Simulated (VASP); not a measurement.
# Al in VASP: a series of runs

The runs below take Al through single point, with PBE.

Program: VASP 6.6.1. These are calculated values, not measurements. Logs are shortened: lines on timing, memory, paths and dates and some standing lists are left out, and cuts for length are marked.

## 1. The cell of the first run

The cell holds a slab with vacuum, 6 atoms: a = 2.857 Å, b = 2.857 Å, c = 27.666 Å, α = 90.00°, β = 90.00°, γ = 120.00°.

## 2. Single point, PBE

File INCAR:

```
PREC = Accurate
ENCUT = 520
EDIFF = 1E-7
ISMEAR = -1
SIGMA = 0.08
LREAL = False
LASPH = True
NELM = 80
ALGO = Normal
ISIF = 2
LWAVE = False
LCHARG = True
LDIPOL = True
IDIPOL = 3
DIPOL = 0.5 0.5 0.500
GGA = PE
LELF = True
LVHAR = True
LVACPOTAV = True
NBANDS = 18
```

File KPOINTS:

```
Automatic mesh
0
Gamma
  16 16 1
```

File POSCAR:

```
Al
1.0
    2.8574853682      0.0000000000      0.0000000000
   -1.4287426841      2.4746549198      0.0000000000
    0.0000000000      0.0000000000     27.6656000000
Al
6
Direct
    0.1666666665      0.3333333335      0.2891671394
    0.5000000005      0.9999999995      0.3735002835
    0.8333333335      0.6666666665      0.4578334276
    0.1666666665      0.3333333335      0.5421665717
    0.5000000005      0.9999999995      0.6264997165
    0.8333333335      0.6666666665      0.7108328606
```

Potentials or basis: VASP PAW PBE potentials, release 64 (Al).

Started as:

```
$ cat potpaw_PBE.64/Al/POTCAR > POTCAR
$ mpirun -np 1 vasp_std > vasp.out
```

OUTCAR:

```text
PREC = Accurate
   ENCUT = 520
   EDIFF = 1E-7
   ISMEAR = -1
   LREAL = False
   LASPH = True
   NELM = 80
   ISIF = 2
   GGA = PE

 ion  position               nearest neighbor table
   1  0.167  0.333  0.289-   2 2.86   2 2.86   2 2.86
   2  0.500  1.000  0.374-   1 2.86   3 2.86   1 2.86   3 2.86   3 2.86   1 2.86
   3  0.833  0.667  0.458-   2 2.86   4 2.86   4 2.86   2 2.86   2 2.86   4 2.86
   4  0.167  0.333  0.542-   3 2.86   3 2.86   3 2.86   5 2.86   5 2.86   5 2.86
   5  0.500  1.000  0.626-   6 2.86   6 2.86   6 2.86   4 2.86   4 2.86   4 2.86
   6  0.833  0.667  0.711-   5 2.86   5 2.86   5 2.86

  LATTYP: Found a hexagonal cell.
 ALAT       =     2.8574853682
 C/A-ratio  =     9.6817993568

  Lattice vectors:

 A1 = (   2.8574853682,   0.0000000000,   0.0000000000)
 A2 = (  -1.4287426841,   2.4746549198,   0.0000000000)
 A3 = (   0.0000000000,   0.0000000000,  27.6656000000)

Analysis of symmetry for initial positions (statically):
=====================================================================
 Subroutine PRICEL returns:
 Original cell was already a primitive cell.

 Routine SETGRP: Setting up the symmetry group for a
 hexagonal supercell.

 Subroutine GETGRP returns: Found 12 space group operations
 (whereof  4 operations were pure point group operations)
 out of a pool of 24 trial point group operations.

The static configuration has the point symmetry C_2h.
 The point group associated with its full space group is D_3d.

Analysis of symmetry for dynamics (positions and initial velocities):
=====================================================================
 Subroutine PRICEL returns:
 Original cell was already a primitive cell.

 Routine SETGRP: Setting up the symmetry group for a
 hexagonal supercell.

 Subroutine GETGRP returns: Found 12 space group operations
 (whereof  4 operations were pure point group operations)
 out of a pool of 24 trial point group operations.

The dynamic configuration has the point symmetry C_2h.
 The point group associated with its full space group is D_3d.

 Subroutine INISYM returns: Found 12 space group operations
 (whereof  4 operations are pure point group operations),
 and found     1 'primitive' translations

----------------------------------------------------------------------------------------

                                     Primitive cell

  volume of cell :     195.6315

  direct lattice vectors                    reciprocal lattice vectors
     2.857485368  0.000000000  0.000000000     0.349958047  0.202048373  0.000000000
    -1.428742684  2.474654920  0.000000000     0.000000000  0.404096746  0.000000000
     0.000000000  0.000000000 27.665600000     0.000000000  0.000000000  0.036145972

  length of vectors
     2.857485368  2.857485368 27.665600000     0.404096746  0.404096746  0.036145972

  position of ions in fractional coordinates (direct lattice)
     0.166666666  0.333333334  0.289167139
     0.500000001  0.999999999  0.373500284
     0.833333334  0.666666666  0.457833428
     0.166666666  0.333333334  0.542166572
     0.500000001  0.999999999  0.626499716
     0.833333334  0.666666666  0.710832861

  ion indices of the primitive-cell ions
   primitive index   ion index
                 1           1
                 2           2
                 3           3
                 4           4
                 5           5
                 6           6

----------------------------------------------------------------------------------------

 KPOINTS: Automatic mesh

Automatic generation of k-mesh.
 Grid dimensions read from file:
 generate k-points for:   16   16    1

 Generating k-lattice:

  Cartesian coordinates                     Fractional coordinates (reciprocal lattice)
     0.021872378  0.012628023  0.000000000     0.062500000  0.000000000  0.000000000
     0.000000000  0.025256047  0.000000000     0.000000000  0.062500000  0.000000000
     0.000000000  0.000000000  0.036145972     0.000000000  0.000000000  1.000000000

  Length of vectors
     0.025256047  0.025256047  0.036145972

  Shift w.r.t. Gamma in fractional coordinates (k-lattice)
     0.000000000  0.000000000  0.000000000

 Subroutine IBZKPT returns following result:
 ===========================================

 Found     30 irreducible k-points:

 Following reciprocal coordinates:
            Coordinates               Weight
  0.000000  0.000000  0.000000      1.000000
  0.062500  0.000000  0.000000      6.000000
  0.125000  0.000000  0.000000      6.000000
  0.187500 -0.000000  0.000000      6.000000
  0.250000  0.000000  0.000000      6.000000
  0.312500  0.000000  0.000000      6.000000
[... 16 lines left out ...]
  0.187500  0.187500  0.000000      6.000000
  0.250000  0.187500  0.000000     12.000000
 [... further k-points ...]
   k-points           NKPTS =     30   k-points in BZ     NKDIM =     30   number of bands    NBANDS=     18
   number of dos      NEDOS =    301   number of ions     NIONS =      6
   total plane-waves  NPLWV = 120960
   dimension x,y,z NGX =    24 NGY =   24 NGZ =  210
   dimension x,y,z NGXF=    48 NGYF=   48 NGZF=  420
   ions per type =               6
   NGX,Y,Z   is equivalent  to a cutoff of  13.96, 13.96, 12.62 a.u.
   NGXF,Y,Z  is equivalent  to a cutoff of  27.93, 27.93, 25.24 a.u.
 SYSTEM =  unknown system
   PREC   = accura    normal or accurate (medium, high low for compatibility)
   ISTART =      0    job   : 0-new  1-cont  2-samecut
   ICHARG =      2    charge: 1-file 2-atom 10-const
   ISPIN  =      1    spin polarized calculation?
   LNONCOLLINEAR =      F non collinear calculations
   LSORBIT =      F    spin-orbit coupling
   LASPH  =      T    aspherical Exc in radial PAW
   ENCUT  =  520.0 eV  38.22 Ry    6.18 a.u.   5.31  5.31 51.44*2*pi/ulx,y,z
   NELM   =     80;   NELMIN=  2; NELMDL= -5     # of ELM steps
   EDIFF  = 0.1E-06   stopping-criterion for ELM
   LREAL  =      F    real-space projection
   EDIFFG = 0.1E-05   stopping-criterion for IOM
   NSW    =      0    number of steps for IOM
   IBRION =     -1    ionic relax: 0-MD 1-quasi-New 2-CG
   NFREE  =      0    steps in history (QN), initial steepest desc. (CG)
   ISIF   =      2    stress and relaxation
   ISYM   =      2    0-nonsym 1-usesym 2-fastsym
   POTIM  = 0.5000    time-step for ionic-motion
   TEBEG  =    0.0;   TEEND  =   0.0 temperature during run
   PSTRESS=    0.0 pullay stress
   NELECT =      18.0000    total number of electrons
   NUPDOWN=      -1.0000    fix difference up-down
   EMIN   =  10.00;   EMAX   =-10.00  energy-range for DOS
   EFERMI =   0.00;   METHOD = LEGACY
   ISMEAR =    -1;   SIGMA  =   0.08  broadening in eV -4-tet -1-fermi 0-gaus
   EFERMI_NEDOS =   21; number of points for ismear=-14 and -15
   IALGO  =     38    algorithm
   IMIX   =      4    mixing-type and parameters
     AMIX     =   0.40;   BMIX     =  1.00
     AMIX_MAG =   1.60;   BMIX_MAG =  1.00
  volume/ion in A,a.u.               =      32.61       220.03
  Fermi-wavevector in a.u.,A,eV,Ry     =   0.739071  1.396641  7.431852  0.546226
  Thomas-Fermi vector in A             =   1.833145
   LORBIT       =      0    0 simple, 1 ext, 2 COOP (PROOUT), +10 PAW based schemes
   GGA     = PE    functional components
   LHFCALC =     F    Hartree Fock is set to
   AEXX    =    0.0000 exact exchange contribution
   IVDW    =     0    specifies the selected vdW correction
   LEPSILON=     F    determine dielectric tensor
   LRPA    =     F    only Hartree local field effects (RPA)
 non-spin polarized calculation
  energy-cutoff  :      520.00
  volume of cell :      195.63
 maximum number of plane-waves:      5304
 NGX is ok and might be reduce to    24
   NGX = 11   NGY = 11   NGZ =103

 number of electron      18.0000000 magnetization

 dipolmoment           0.000000      0.000000      0.000000 electrons x Angstroem

 Free energy of the ion-electron system (eV)
  ---------------------------------------------------
  ext. energy  EPLUGINS =         0.00000000
  ---------------------------------------------------
  free energy    TOTEN  =       -21.78090217 eV

  energy without entropy =      -21.72589612  energy(sigma->0) =      -21.75339914

 E-fermi :   2.0824     XC(G=0):  -5.8229

 val. band max:        2.0804978157   @ k =   0.3750   0.1875   0.0000
 cond. band min:       2.0981546008   @ k =   0.3125   0.2500   0.0000
 fundamental gap:      0.0176567851
 Fermi energy:         2.0824062839

 k-point     1 :       0.0000    0.0000    0.0000
  band No.  band energies     occupation
      1      -8.8709      2.00000
      2      -8.3677      2.00000
      3      -7.5585      2.00000
      4      -6.4441      2.00000
      5      -5.0495      2.00000
      6      -3.3680      2.00000
[... 10 lines left out ...]
     17      10.6831      0.00000
     18      13.0039      0.00000

 k-point     2 :       0.0625    0.0000    0.0000
  band No.  band energies     occupation
      1      -8.7766      2.00000
      2      -8.2737      2.00000
      3      -7.4649      2.00000
      4      -6.3510      2.00000
      5      -4.9570      2.00000
      6      -3.2755      2.00000
[... 10 lines left out ...]
     17      10.7550      0.00000
     18      11.0931      0.00000

 k-point     3 :       0.1250    0.0000    0.0000
  band No.  band energies     occupation
      1      -8.4940      2.00000
      2      -7.9920      2.00000
      3      -7.1845      2.00000
      4      -6.0723      2.00000
      5      -4.6802      2.00000
      6      -2.9989      2.00000
[... 10 lines left out ...]
     17       9.3286      0.00000
     18       9.8378      0.00000

 k-point     4 :       0.1875   -0.0000    0.0000
  band No.  band energies     occupation
      1      -8.0244      2.00000
      2      -7.5237      2.00000
      3      -6.7185      2.00000
      4      -5.6092      2.00000
      5      -4.2204      2.00000
      6      -2.5403      2.00000
[... 375 lines left out ...]
      4      -2.1761      2.00000
      5      -1.5044      2.00000
      6      -1.3993      2.00000
[... 10 lines left out ...]
     17       5.7844      0.00000
     18       6.5444      0.00000

 k-point    23 :       0.1875    0.1875    0.0000
  band No.  band energies     occupation
      1      -6.3464      2.00000
      2      -5.8508      2.00000
      3      -5.0540      2.00000
      4      -3.9564      2.00000
      5      -2.5834      2.00000
      6      -0.9238      2.00000
[... 10 lines left out ...]
     17       6.4593      0.00000
     18       6.7980      0.00000

 k-point    24 :       0.2500    0.1875    0.0000
  band No.  band energies     occupation
      1      -5.4227      2.00000
      2      -4.9302      2.00000
      3      -4.1387      2.00000
      4      -3.0493      2.00000
      5      -1.6908      2.00000
      6      -0.0745      2.00000
[... 10 lines left out ...]
     17       5.8278      0.00000
     18       6.1964      0.00000

 [... further k-points ...]
[... 5 lines left out ...]
  --------------------------------------------------------------------------------------
  -------------------------------------------------------------------------------------
  Total       -1.1778705     -1.1778705      0.2476600     -0.0000000      0.0000000     -0.0000000
  in kB       -9.6464908     -9.6464908      2.0282791     -0.0000000      0.0000000     -0.0000000
  external PRESSURE =      -5.7549009 kB  Pullay stress =       0.0000000 kB

 VOLUME and BASIS-vectors are now :
 -----------------------------------------------------------------------------
  energy-cutoff  :      520.00
  volume of cell :      195.63
      direct lattice vectors                 reciprocal lattice vectors
     2.857485368  0.000000000  0.000000000     0.349958047  0.202048373  0.000000000
    -1.428742684  2.474654920  0.000000000     0.000000000  0.404096746  0.000000000
     0.000000000  0.000000000 27.665600000     0.000000000  0.000000000  0.036145972

 POSITION                                       TOTAL-FORCE (eV/Angst)
 -----------------------------------------------------------------------------------
     -0.00000      0.82488      7.99998         0.000000      0.000000     -0.042729
      0.00000      2.47465     10.33311         0.000000      0.000000      0.056100
      1.42874      1.64977     12.66624         0.000000     -0.000000     -0.062410
     -0.00000      0.82488     14.99936        -0.000000     -0.000000      0.062410
      0.00000      2.47465     17.33249        -0.000000     -0.000000     -0.056100
      1.42874      1.64977     19.66562         0.000000      0.000000      0.042729
 -----------------------------------------------------------------------------------
    total drift:                                0.000000     -0.000000      0.000002

  FREE ENERGIE OF THE ION-ELECTRON SYSTEM (eV)
  ---------------------------------------------------
  free  energy   TOTEN  =       -21.7809021700 eV

  energy  without entropy=      -21.7258961165  energy(sigma->0) =      -21.75339914

 vacuum level on the upper side and lower side of the slab         6.136         6.136
```

It took 2.4 min on 1 thread of AMD EPYC 9R45 (Zen 5), shared host; peak memory 0.32 GiB.

What came out:

| Quantity | Value |
| --- | --- |
| Free energy | -21.7809 eV |
| Largest force | 0.062 eV/Å |
| Band gap on the k mesh | zero (bands 9 and 10 overlap by 3.18 eV) |

Forces in eV/Å, atoms in the order of the input:
```
Al   0.000  0.000 -0.043
Al   0.000  0.000  0.056
Al   0.000  0.000 -0.062
Al   0.000  0.000  0.062
Al   0.000  0.000 -0.056
Al   0.000  0.000  0.043
```

(Part 1 of 2 ends here.)
